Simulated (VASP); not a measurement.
# Ti3H in VASP: notebook

Runs on Ti3H. Level: PBE. Tasks: single point.

Everything below comes from runs of VASP 6.6.1. Logs are shortened: lines on timing, memory, paths and dates and some standing lists are left out, and cuts for length are marked.

**1. The cell of the first run**

The cell holds a slab with vacuum, 4 atoms: a = 2.819 Å, b = 2.819 Å, c = 21.326 Å, α = 90.00°, β = 90.00°, γ = 109.47°.

**2. Single point, PBE**

The input, INCAR:

```
PREC = Accurate
ENCUT = 520
EDIFF = 1E-6
ISMEAR = 0
SIGMA = 0.1
LREAL = F
LASPH = T
NELM = 80
ALGO = Normal
ISIF = 2
LWAVE = F
LCHARG = T
LDIPOL = T
IDIPOL = 3
DIPOL = 0.5 0.5 0.343
GGA = PE
LELF = T
LVHAR = T
LVACPOTAV = T
NBANDS = 26
```

The input, KPOINTS:

```
Automatic mesh
0
Gamma
  10 10 1
```

The input, POSCAR:

```
Ti3H
1.0
    2.8193504947      0.0000000000      0.0000000000
   -0.9397834982      2.6581091378      0.0000000000
    0.0000000000      0.0000000000     21.3259744853
Ti H
3 1
Direct
    0.5000000000      0.5000000000      0.1875646997
    0.0000000000      0.0000000000      0.2892724347
    0.5000000000      0.5000000000      0.3904147260
    0.6666666667      0.6666666667      0.5062359281
```

Potentials or basis: VASP PAW PBE potentials, release 64 (Ti_sv, H).

On the command line:

```sh
$ cat potpaw_PBE.64/Ti_sv/POTCAR potpaw_PBE.64/H/POTCAR > POTCAR
$ mpirun -np 1 vasp_std > vasp.out
```

OUTCAR:

```text
PREC = Accurate
   ENCUT = 520
   EDIFF = 1E-6
   ISMEAR = 0
   LREAL = F
   LASPH = T
   NELM = 80
   ISIF = 2
   GGA = PE

 ion  position               nearest neighbor table
   1  0.500  0.500  0.188-   2 2.71   2 2.71
   2  0.000  0.000  0.289-   3 2.70   3 2.70   1 2.71   1 2.71
   3  0.500  0.500  0.390-   2 2.70   2 2.70
   4  0.667  0.667  0.506-

  LATTYP: Found a base centered orthorhombic cell.
 ALAT       =     3.2555055341
 B/A-ratio  =     1.4142135624
 C/A-ratio  =     6.5507412786

  Lattice vectors:

 A1 = (   2.8193504947,   0.0000000000,   0.0000000000)
 A2 = (  -0.9397834982,   2.6581091378,   0.0000000000)
 A3 = (   0.0000000000,   0.0000000000,  21.3259744853)

Analysis of symmetry for initial positions (statically):
=====================================================================
 Subroutine PRICEL returns:
 Original cell was already a primitive cell.

 Routine SETGRP: Setting up the symmetry group for a
 base centered orthorhombic supercell.

 Subroutine GETGRP returns: Found  2 space group operations
 (whereof  2 operations were pure point group operations)
 out of a pool of  8 trial point group operations.

The static configuration has the point symmetry C_1h.

Analysis of symmetry for dynamics (positions and initial velocities):
=====================================================================
 Subroutine PRICEL returns:
 Original cell was already a primitive cell.

 Routine SETGRP: Setting up the symmetry group for a
 base centered orthorhombic supercell.

 Subroutine GETGRP returns: Found  2 space group operations
 (whereof  2 operations were pure point group operations)
 out of a pool of  8 trial point group operations.

The dynamic configuration has the point symmetry C_1h.

 Subroutine INISYM returns: Found  2 space group operations
 (whereof  2 operations are pure point group operations),
 and found     1 'primitive' translations

----------------------------------------------------------------------------------------

                                     Primitive cell

  volume of cell :     159.8199

  direct lattice vectors                    reciprocal lattice vectors
     2.819350495  0.000000000  0.000000000     0.354691622  0.125402426  0.000000000
    -0.939783498  2.658109138  0.000000000     0.000000000  0.376207277  0.000000000
     0.000000000  0.000000000 21.325974485     0.000000000  0.000000000  0.046891175

  length of vectors
[... 92 lines left out ...]
   ISIF   =      2    stress and relaxation
   ISYM   =      2    0-nonsym 1-usesym 2-fastsym
   POTIM  = 0.5000    time-step for ionic-motion
   TEBEG  =    0.0;   TEEND  =   0.0 temperature during run
   PSTRESS=    0.0 pullay stress
   NELECT =      37.0000    total number of electrons
   NUPDOWN=      -1.0000    fix difference up-down
   EMIN   =  10.00;   EMAX   =-10.00  energy-range for DOS
   EFERMI =   0.00;   METHOD = LEGACY
   ISMEAR =     0;   SIGMA  =   0.10  broadening in eV -4-tet -1-fermi 0-gaus
   EFERMI_NEDOS =   21; number of points for ismear=-14 and -15
   IALGO  =     38    algorithm
   IMIX   =      4    mixing-type and parameters
     AMIX     =   0.40;   BMIX     =  1.00
     AMIX_MAG =   1.60;   BMIX_MAG =  1.00
  volume/ion in A,a.u.               =      39.95       269.63
  Fermi-wavevector in a.u.,A,eV,Ry     =   1.005229  1.899608 13.748497  1.010486
  Thomas-Fermi vector in A             =   2.137895
   LORBIT       =      0    0 simple, 1 ext, 2 COOP (PROOUT), +10 PAW based schemes
   GGA     = PE    functional components
   LHFCALC =     F    Hartree Fock is set to
   AEXX    =    0.0000 exact exchange contribution
   IVDW    =     0    specifies the selected vdW correction
   LEPSILON=     F    determine dielectric tensor
   LRPA    =     F    only Hartree local field effects (RPA)
 non-spin polarized calculation
 Gauss-broadening in eV      SIGMA  =   0.10
  energy-cutoff  :      520.00
  volume of cell :      159.82
 maximum number of plane-waves:      4347
 NGX is ok and might be reduce to    24
   NGX = 11   NGY = 11   NGZ = 79

 dipolmoment           0.000000      0.000000     -0.024628 electrons x Angstroem

 number of electron      36.9999990 magnetization

 dipolmoment           0.000000      0.000000      0.079164 electrons x Angstroem

 Free energy of the ion-electron system (eV)
  ---------------------------------------------------
  ext. energy  EPLUGINS =         0.00000000
  ---------------------------------------------------
  free energy    TOTEN  =       -23.57809549 eV

  energy without entropy =      -23.53412776  energy(sigma->0) =      -23.55611163

 E-fermi :  -0.7330     XC(G=0):  -5.0103

 val. band max:       -0.7332188078   @ k =   0.2000   0.0000   0.0000
 cond. band min:      -0.6850445990   @ k =   0.1000   0.0000   0.0000
 fundamental gap:      0.0481742088
 Fermi energy:        -0.7330253737

 k-point     1 :       0.0000    0.0000    0.0000
  band No.  band energies     occupation
      1     -57.5304      2.00000
      2     -57.3624      2.00000
      3     -56.9750      2.00000
      4     -33.9407      2.00000
      5     -33.7250      2.00000
      6     -33.5415      2.00000
[... 685 lines left out ...]
     25       2.0993      0.00000
     26       2.2575      0.00000

 [... further k-points ...]

------------------------ aborting loop because EDIFF is reached ----------------------------------------

  FORCE on cell =-STRESS in cart. coord.  units (eV):
  Direction    XX          YY          ZZ          XY          YZ          ZX
  --------------------------------------------------------------------------------------
  -------------------------------------------------------------------------------------
  Total       -1.1186898     -0.5857657     -3.3569298      0.7536685      0.2692137      0.1903630
  in kB      -11.2147478     -5.8722395    -33.6528675      7.5554477      2.6988390      1.9083694
  external PRESSURE =     -16.9132849 kB  Pullay stress =       0.0000000 kB

 VOLUME and BASIS-vectors are now :
 -----------------------------------------------------------------------------
  energy-cutoff  :      520.00
  volume of cell :      159.82
      direct lattice vectors                 reciprocal lattice vectors
     2.819350495  0.000000000  0.000000000     0.354691622  0.125402426  0.000000000
    -0.939783498  2.658109138  0.000000000     0.000000000  0.376207277  0.000000000
     0.000000000  0.000000000 21.325974485     0.000000000  0.000000000  0.046891175

 POSITION                                       TOTAL-FORCE (eV/Angst)
 -----------------------------------------------------------------------------------
      0.93978      1.32905      4.00000         0.000688      0.000974     -0.002488
      0.00000      0.00000      6.16902         0.036279      0.051307     -0.189925
      0.93978      1.32905      8.32597        -0.146969     -0.207845      1.712641
      1.25304      1.77207     10.79597         0.110001      0.155565     -1.520228
 -----------------------------------------------------------------------------------
    total drift:                               -0.000003     -0.000004     -0.000349

  FREE ENERGIE OF THE ION-ELECTRON SYSTEM (eV)
  ---------------------------------------------------
  free  energy   TOTEN  =       -23.5780954942 eV

  energy  without entropy=      -23.5341277629  energy(sigma->0) =      -23.55611163

 vacuum level on the upper side and lower side of the slab         5.504         3.593
```

OSZICAR:

```text
N       E                     dE             d eps       ncg     rms          rms(c)
DAV:   1     0.410944187758E+03    0.41094E+03   -0.20200E+04  1812   0.138E+03
DAV:   2     0.257169901340E+02   -0.38523E+03   -0.37900E+03  1752   0.437E+02
DAV:   3    -0.204499602563E+02   -0.46167E+02   -0.45378E+02  3022   0.132E+02
[... 21 lines left out ...]
DAV:  25    -0.235780828776E+02   -0.88923E-05   -0.16739E-06  1328   0.695E-03    0.214E-03
DAV:  26    -0.235780876060E+02   -0.47284E-05   -0.62970E-07  1200   0.534E-03    0.319E-03
DAV:  27    -0.235780904603E+02   -0.28543E-05   -0.27550E-07  1030   0.349E-03    0.232E-03
DAV:  28    -0.235780930499E+02   -0.25895E-05   -0.33941E-07  1016   0.216E-03    0.122E-03
DAV:  29    -0.235780949929E+02   -0.19430E-05   -0.25085E-07  1008   0.199E-03    0.102E-03
DAV:  30    -0.235780954942E+02   -0.50128E-06   -0.48249E-08   940   0.166E-03
   1 F= -.23578095E+02 E0= -.23556112E+02  d E =-.439677E-01
```

stdout:

```text
POSCAR found type information on POSCAR TiH
 POSCAR found :  2 types and       4 ions
 scaLAPACK will be used
 LDA part: xc-table for (Slater+PW92), standard interpolation
 POSCAR, INCAR and KPOINTS ok, starting setup
 FFT: planning ... GRIDC
 FFT: planning ... GRID_SOFT
 FFT: planning ... GRID
 WAVECAR not read
 entering main loop
 -----------------------------------------------------------------------------
|                                                                             |
|           W    W    AA    RRRRR   N    N  II  N    N   GGGG   !!!           |
|           W    W   A  A   R    R  NN   N  II  NN   N  G    G  !!!           |
|           W    W  A    A  R    R  N N  N  II  N N  N  G       !!!           |
|           W WW W  AAAAAA  RRRRR   N  N N  II  N  N N  G  GGG   !            |
|           WW  WW  A    A  R   R   N   NN  II  N   NN  G    G                |
|           W    W  A    A  R    R  N    N  II  N    N   GGGG   !!!           |
|                                                                             |
|     Did not find any points to average over, which means that no vacuum     |
|     field-free region was found. Please increase the size of  your cell     |
|     in the dimension of the dipole correction to obtain accurate            |
|     workfunction values.                                                    |
|                                                                             |
 -----------------------------------------------------------------------------
```

It took 4.6 min on 1 thread of Intel Xeon Platinum 8488C (Sapphire Rapids), shared host; peak memory 0.32 GiB.

Results:

* Free energy: -23.5781 eV
* Largest force: 1.731 eV/Å
* Band gap on the k mesh: zero (an odd number of electrons rules out a gap without spin polarisation)

Forces on the atoms (eV/Å):
```
Ti   0.001  0.001 -0.002
Ti   0.036  0.051 -0.190
Ti  -0.147 -0.208  1.713
H    0.110  0.156 -1.520
```

Levels at points of the mesh, in eV from the Fermi level:
```tsv
k point	band 17	band 18	band 19	band 20	band 21	band 22
(0.00, 0.00, 0.00)	-0.43	-0.01	0.05	0.91	1.08	1.09
(0.50, 0.00, 0.00)	-0.40	-0.29	-0.17	0.26	0.78	1.53
(0.50, 0.50, 0.00)	-0.84	-0.23	0.45	1.24	1.29	2.16
```

**3. Single point, PBE**

The input, INCAR:

```
PREC     = Accurate       # precision mode
ENCUT    = 520            # plane-wave cutoff, eV
EDIFF    = 1E-7           # SCF threshold, eV
ISMEAR   = 0              # smearing method
SIGMA    = 0.1            # smearing width, eV
LREAL    = F              # projectors in reciprocal space
LASPH    = T              # aspherical terms in the spheres
NELM     = 60             # most SCF steps
ALGO     = Normal         # electronic algorithm
ISIF     = 2              # what is computed and relaxed
LWAVE    = F              # write WAVECAR
LCHARG   = T              # write CHGCAR
LDIPOL   = T            
IDIPOL   = 3            
DIPOL    = 0.5 0.5 0.357
GGA      = PE             # functional
LELF     = T              # ELF
LVHAR    = T            
LVACPOTAV= T            
NBANDS   = 26             # bands
```

The input, KPOINTS:

```
regular mesh
0
Gamma
  10 10 1
```

POSCAR: that of step 2 with these lines changed.

```diff
@@ -11,2 +11,2 @@
     0.5000000000      0.5000000000      0.3904147260
-    0.6666666667      0.6666666667      0.5062359281
+    0.6666666667      0.6666666667      0.5625053380
```

Potentials or basis: VASP PAW PBE potentials, release 64 (Ti_sv, H).

On the command line:

```sh
$ cat potpaw_PBE.64/Ti_sv/POTCAR potpaw_PBE.64/H/POTCAR > POTCAR
$ mpirun -np 1 vasp_std > vasp.out
```

OUTCAR:

```text
PREC = Accurate
   ENCUT = 520
   EDIFF = 1E-7
   ISMEAR = 0
   LREAL = F
   LASPH = T
   NELM = 60
   ISIF = 2
   GGA = PE

 ion  position               nearest neighbor table
   1  0.500  0.500  0.188-   2 2.71   2 2.71
   2  0.000  0.000  0.289-   3 2.70   3 2.70   1 2.71   1 2.71
   3  0.500  0.500  0.390-   2 2.70   2 2.70
   4  0.667  0.667  0.563-

  LATTYP: Found a base centered orthorhombic cell.
 ALAT       =     3.2555055341
 B/A-ratio  =     1.4142135624
 C/A-ratio  =     6.5507412786

  Lattice vectors:

 A1 = (   2.8193504947,   0.0000000000,   0.0000000000)
 A2 = (  -0.9397834982,   2.6581091378,   0.0000000000)
 A3 = (   0.0000000000,   0.0000000000,  21.3259744853)

Analysis of symmetry for initial positions (statically):
=====================================================================
 Subroutine PRICEL returns:
 Original cell was already a primitive cell.

 Routine SETGRP: Setting up the symmetry group for a
 base centered orthorhombic supercell.

 Subroutine GETGRP returns: Found  2 space group operations
 (whereof  2 operations were pure point group operations)
 out of a pool of  8 trial point group operations.

The static configuration has the point symmetry C_1h.

Analysis of symmetry for dynamics (positions and initial velocities):
=====================================================================
 Subroutine PRICEL returns:
 Original cell was already a primitive cell.

 Routine SETGRP: Setting up the symmetry group for a
 base centered orthorhombic supercell.

 Subroutine GETGRP returns: Found  2 space group operations
 (whereof  2 operations were pure point group operations)
 out of a pool of  8 trial point group operations.

The dynamic configuration has the point symmetry C_1h.

 Subroutine INISYM returns: Found  2 space group operations
 (whereof  2 operations are pure point group operations),
 and found     1 'primitive' translations

[... 122 lines left out ...]
   LORBIT       =      0    0 simple, 1 ext, 2 COOP (PROOUT), +10 PAW based schemes
   GGA     = PE    functional components
   LHFCALC =     F    Hartree Fock is set to
   AEXX    =    0.0000 exact exchange contribution
   IVDW    =     0    specifies the selected vdW correction
   LEPSILON=     F    determine dielectric tensor
   LRPA    =     F    only Hartree local field effects (RPA)
 non-spin polarized calculation
 Gauss-broadening in eV      SIGMA  =   0.10
  energy-cutoff  :      520.00
  volume of cell :      159.82
 maximum number of plane-waves:      4347
 NGX is ok and might be reduce to    24
   NGX = 11   NGY = 11   NGZ = 79

 dipolmoment           0.000000      0.000000     -0.077842 electrons x Angstroem

 number of electron      36.9999991 magnetization

 dipolmoment           0.000000      0.000000      0.084968 electrons x Angstroem

 Free energy of the ion-electron system (eV)
  ---------------------------------------------------
  ext. energy  EPLUGINS =         0.00000000
  ---------------------------------------------------
  free energy    TOTEN  =       -22.45504920 eV

  energy without entropy =      -22.40800012  energy(sigma->0) =      -22.43152466

 E-fermi :  -0.6979     XC(G=0):  -5.2392

 val. band max:       -0.7118631032   @ k =   0.1000   0.0000   0.0000
 cond. band min:      -0.6880438515   @ k =  -0.2000   0.2000   0.0000
 fundamental gap:      0.0238192517
 Fermi energy:        -0.6979204679

 k-point     1 :       0.0000    0.0000    0.0000
  band No.  band energies     occupation
      1     -57.4437      2.00000
      2     -57.3495      2.00000
      3     -56.9332      2.00000
      4     -33.9015      2.00000
      5     -33.7069      2.00000
      6     -33.4572      2.00000
[... 685 lines left out ...]
     25       2.0990      0.00000
     26       2.1255      0.00000

 [... further k-points ...]

------------------------ aborting loop because EDIFF is reached ----------------------------------------

  FORCE on cell =-STRESS in cart. coord.  units (eV):
  Direction    XX          YY          ZZ          XY          YZ          ZX
  --------------------------------------------------------------------------------------
  -------------------------------------------------------------------------------------
  Total       -1.7749289     -1.1297628     -1.3906396      0.9124026      0.0362562      0.0256370
  in kB      -17.7934750    -11.3257530    -13.9410159      9.1467402      0.3634645      0.2570083
  external PRESSURE =     -14.3534146 kB  Pullay stress =       0.0000000 kB

 VOLUME and BASIS-vectors are now :
 -----------------------------------------------------------------------------
  energy-cutoff  :      520.00
  volume of cell :      159.82
      direct lattice vectors                 reciprocal lattice vectors
     2.819350495  0.000000000  0.000000000     0.354691622  0.125402426  0.000000000
    -0.939783498  2.658109138  0.000000000     0.000000000  0.376207277  0.000000000
     0.000000000  0.000000000 21.325974485     0.000000000  0.000000000  0.046891175

 POSITION                                       TOTAL-FORCE (eV/Angst)
 -----------------------------------------------------------------------------------
      0.93978      1.32905      4.00000         0.000297      0.000421      0.015638
      0.00000      0.00000      6.16902         0.003231      0.004570     -0.063816
      0.93978      1.32905      8.32597        -0.012763     -0.018050      0.440980
      1.25304      1.77207     11.99597         0.009234      0.013059     -0.392801
 -----------------------------------------------------------------------------------
    total drift:                               -0.000000     -0.000000     -0.000125

  FREE ENERGIE OF THE ION-ELECTRON SYSTEM (eV)
  ---------------------------------------------------
  free  energy   TOTEN  =       -22.4550492031 eV

  energy  without entropy=      -22.4080001169  energy(sigma->0) =      -22.43152466

 vacuum level on the upper side and lower side of the slab         5.726         3.674
```

OSZICAR:

```text
N       E                     dE             d eps       ncg     rms          rms(c)
DAV:   1     0.408019269761E+03    0.40802E+03   -0.20170E+04  1820   0.138E+03
DAV:   2     0.269858743202E+02   -0.38103E+03   -0.37479E+03  1740   0.435E+02
DAV:   3    -0.193495200395E+02   -0.46335E+02   -0.45382E+02  3026   0.131E+02
[... 23 lines left out ...]
DAV:  27    -0.224550477639E+02   -0.87843E-06   -0.72701E-08  1234   0.179E-03    0.833E-04
DAV:  28    -0.224550481748E+02   -0.41089E-06   -0.26394E-08  1022   0.992E-04    0.449E-04
DAV:  29    -0.224550486628E+02   -0.48798E-06   -0.28386E-08  1062   0.551E-04    0.172E-04
DAV:  30    -0.224550490395E+02   -0.37678E-06   -0.26638E-08  1042   0.807E-04    0.510E-04
DAV:  31    -0.224550491844E+02   -0.14484E-06   -0.29367E-08  1018   0.648E-04    0.622E-05
DAV:  32    -0.224550492031E+02   -0.18746E-07   -0.25465E-09   956   0.272E-04
   1 F= -.22455049E+02 E0= -.22431525E+02  d E =-.470491E-01
```

Run time: 4 min. Hardware: 1 thread of Intel Xeon Platinum 8488C (Sapphire Rapids), shared host; peak memory 0.34 GiB.

What came out:

```
Free energy            : -22.4550 eV
Largest force          : 0.442 eV/Å
Band gap on the k mesh : zero (an odd number of electrons rules out a gap without spin polarisation)
```

Forces on the atoms (eV/Å):
```
Ti   0.000  0.000  0.016
Ti   0.003  0.005 -0.064
Ti  -0.013 -0.018  0.441
H    0.009  0.013 -0.393
```
